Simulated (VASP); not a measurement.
Input of a VASP 6.6.1 run:

The input INCAR:

```
ALGO = Normal
EDIFF = 1E-6
EDIFFG = -0.04
ENCUT = 600
GGA = PE
IBRION = 2
ISIF = 3
ISMEAR = 0
LASPH = T
LCHARG = F
LREAL = F
LWAVE = F
NELM = 60
NSW = 90
PREC = Accurate
SIGMA = 0.1
```

Contents of KPOINTS:

```
k-points
0
Gamma
  6 6 4
```

Contents of POSCAR:

```
RbRu2
1.0
    4.0647994669      0.0000000000      0.0000000000
   -2.0323997334      3.5202195996      0.0000000000
    0.0000000000      0.0000000000      4.3889030789
Rb Ru
1 2
Direct
    0.0000000000      0.0000000000      0.0000000000
    0.3333333333      0.6666666667      0.5000000000
    0.6666666667      0.3333333333      0.5000000000
```

Potentials or basis: VASP PAW PBE potentials, release 64 (Rb_sv, Ru_pv).

Run with:

```sh
$ cat potpaw_PBE.64/Rb_sv/POTCAR potpaw_PBE.64/Ru_pv/POTCAR > POTCAR
$ mpirun -np 1 vasp_std > vasp.out
```

Problem. Predict the space group after relaxing (to 0.05 Å).

Solution. P6/mmm (No. 191).

Problem. What does it give for the relaxed volume?

Solution. 28.10 Å³/atom.

Problem. Predict the relaxed cell.

Solution. a = 4.036 Å, b = 4.036 Å, c = 5.975 Å, α = 90.00°, β = 90.00°, γ = 120.00°.

Final structure:
```xyz
3
Lattice="4.0361 0.0000 0.0000 -2.0180 3.4954 0.0000 0.0000 0.0000 5.9754" Properties=species:S:1:pos:R:3 pbc="T T T"
Rb    0.0000    0.0000    0.0000
Ru    0.0000    2.3302    2.9877
Ru    2.0180    1.1651    2.9877
```

Caveat: the volume moved by over 15 % at a fixed basis, so the end points are rough.
